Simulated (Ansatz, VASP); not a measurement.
**BN in VASP and in Ansatz**

```xyz
4
Lattice="2.6231 0.0000 0.0000 -1.3116 2.1704 0.0000 0.0000 0.0000 6.5924" Properties=species:S:1:pos:R:3 pbc="T T T"
B    -0.0907    0.0000    3.2962
B     0.0909    1.4469    0.0000
N     0.0904    0.0000    0.0000
N     1.2210    0.7235    3.2962
```

Change from the starting cell: mode 4 frozen in at -0.087 Å, normal strain along x +0.0467.

Alike in both runs: task single point; functional PBE; dispersion D3(BJ); k mesh 12 × 12 × 4; occupations methfessel-paxton of order 1, width 0.05 eV; no spin polarisation.

|  | VASP | Ansatz |
| --- | --- | --- |
| version | VASP 6.6.1 | Ansatz 0.2.0 |
| potentials or method | VASP PAW PBE potentials, release 64 (B, N), cutoff 520 eV | scalar-relativistic, plane waves, PAW |
| valence electrons in the cell | 16 | 16 |

```csv
,VASP,Ansatz,Ansatz less VASP
gap on the k mesh at the Fermi level (eV),3.91,3.92,+0.007
least direct gap on the mesh (eV),4.21,4.22,+0.004
pressure (GPa),-14.4,-14.4,-0.03
"traceless stress, the component that is largest in VASP (GPa)",-22.36,-22.41,-0.045
rms of the force components (eV/Å),0.226,0.225,-0.0008
```

Atom by atom the forces differ by 0.001 eV/Å (rms over components).
